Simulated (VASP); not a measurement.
Runs of VASP 6.6.1 on ScAl3. The structure is that of space group R-3m (No. 166), or close to it. The cells are those of the table. 

```csv
cell,further INCAR settings,gap on the mesh (eV),pressure (GPa)
"a = 4.137 Å, angles 82.7°, 4 atoms",ALGO = Fast; EDIFF = 1e-06; NBANDS = 18,none,4.9
"a = 4.392 Å, angles 67.3°, 4 atoms",ALGO = Fast; EDIFF = 1e-06; NBANDS = 18,none,(b)
"a = 4.129 Å, angles 95.9°, 4 atoms",ALGO = Fast; EDIFF = 1e-06; NBANDS = 18,none,3.2
"a = 4.110 Å, angles 92.7°, 4 atoms",ALGO = Fast; EDIFF = 1e-06; NBANDS = 18,none,(a)
"a = 4.111 Å, angles 87.0°, 4 atoms",ALGO = Fast; EDIFF = 1e-07; NBANDS = 18,none,0.9
```

Alike in all rows: task single point; level PBE; potentials or basis VASP PAW PBE potentials, release 64 (Sc_sv, Al); no spin polarisation; k mesh 14 × 14 × 14; cutoff (eV) 520; smearing gaussian 0.15 eV.

Task: Estimate the missing entries.

Result: (a) 0.7; (b) 37.7.

Caveats: the cell stands under pressure (at least some runs).

A gap of «none» marks levels without a gap at the run's occupations.
